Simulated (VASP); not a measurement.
Write the native input for VASP 6.6.1 that does the following.

```
Task                   : single point
Functional             : PBE
Dispersion             : D3(BJ)
Potentials or basis    : VASP PAW PBE potentials, release 64 (Ba_sv, Os)
Cutoff                 : 520 eV
k mesh                 : 8 × 8 × 8
Occupations            : gaussian, width 0.05 eV
Spin                   : no spin polarisation
Dipole correction      : no
Further INCAR settings : ALGO = Normal; EDIFF = 1e-06; NBANDS = 16
```

The structure of BaOs lies in POSCAR:

```
BaOs
1.0
    3.7279657443      0.0000000000      0.0000000000
    0.0000000000      3.7279657443      0.0000000000
    0.0000000000      0.0000000000      3.7279657443
Ba Os
1 1
Direct
    0.0000000000      0.0000000000      0.0000000000
    0.5000000000      0.5000000000      0.5000000000
```

The input as run:

INCAR

```
ALGO = Normal
EDIFF = 1E-6
ENCUT = 520
GGA = PE
ISIF = 2
ISMEAR = 0
IVDW = 12
LASPH = True
LCHARG = True
LELF = True
LREAL = False
LVHAR = True
LWAVE = False
NBANDS = 16
NELM = 100
PREC = Accurate
SIGMA = 0.05
```

KPOINTS

```
k-points
0
Gamma
  8 8 8
```

Potentials or basis: VASP PAW PBE potentials, release 64 (Ba_sv, Os).

Launch:

```bash
$ cat potpaw_PBE.64/Ba_sv/POTCAR potpaw_PBE.64/Os/POTCAR > POTCAR
$ mpirun -np 1 vasp_std > vasp.out
```

It gave:

The pressure is -0.9 GPa, the band gap on the k mesh is zero (bands 9 and 10 overlap by 1.19 eV) and the dispersion energy per atom is -0.412 eV.

Caveat: spin-orbit coupling is left out, which moves the levels of the heavy elements.

It took 15 s on 1 thread of Intel(R) Xeon(R) Platinum 8488C (Sapphire Rapids), with other jobs on the host, peak memory 0.18 GiB.
